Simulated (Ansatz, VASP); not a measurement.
Si in VASP and in Ansatz

INCAR

```
SYSTEM = Si
PREC = Accurate
ENCUT = 600
EDIFF = 1E-6
ISMEAR = -1
SIGMA = 0.1
LREAL = .FALSE.
LASPH = .TRUE.
NELM = 80
ALGO = Normal
ISIF = 3
LWAVE = .FALSE.
LCHARG = .FALSE.
GGA = PE
IBRION = 2
NSW = 60
EDIFFG = -0.005
```

File KPOINTS:

```
regular mesh
0
G
  9 9 12
  0 0 0
```

The input POSCAR:

```
Si
1.0
    4.4713600139      0.0000000000      0.0000000000
   -2.2356800070      3.8723113615      0.0000000000
    0.0000000000      0.0000000000      2.7722432086
Si
3
Direct
    0.0000000000      0.0000000000      0.0000000000
    0.3333333333      0.6666666667      0.5000000000
    0.6666666667      0.3333333333      0.5000000000
```

Input for Ansatz:

```yaml
crystal:
  lattice:
    - [4.4713600139, 0.0, 0.0]
    - [-2.235680007, 3.8723113615, 0.0]
    - [0.0, 0.0, 2.7722432086]
  atoms:
    - { symbol: Si, position: [0.0, 0.0, 0.0] }
    - { symbol: Si, position: [0.3333333333, 0.6666666667, 0.5] }
    - { symbol: Si, position: [0.6666666667, 0.3333333333, 0.5] }
kpoints:
  mp_grid: { grid: [9, 9, 12] }
scf:
  occupations: { method: fermi_dirac, width: 0.1 }
hamiltonian:
  xc: pbe
  pseudopotentials: { kind: paw }
output:
  forces: true
  stress: true
  write_density: true
  write_potential: true
  elf: true
  volumetric_format: npy
relax:
  f_tol: 0.005
  max_steps: 40
  cell: {}
```

Alike in both runs: task relaxation of cell and atoms; functional PBE; k mesh 9 × 9 × 12; occupations fermi-dirac, width 0.1 eV; no spin polarisation.

```csv
,VASP,Ansatz
version,VASP 6.6.1,Ansatz 0.2.0
potentials or method,"VASP PAW PBE potentials, release 64 (Si)","PAW with Ansatz's default frozen-core files, scalar-relativistic"
plane-wave cutoff (eV),600,420
valence electrons in the cell,12,12
```

Ansatz gave:

* relaxed volume (Å³/atom): 14.79
* relaxed cell length with the largest relative difference (Å): 4.451

Question: Estimate VASP's values.

Answer: Relaxed volume (Å³/atom): 14.79; relaxed cell length with the largest relative difference (Å): 4.449.
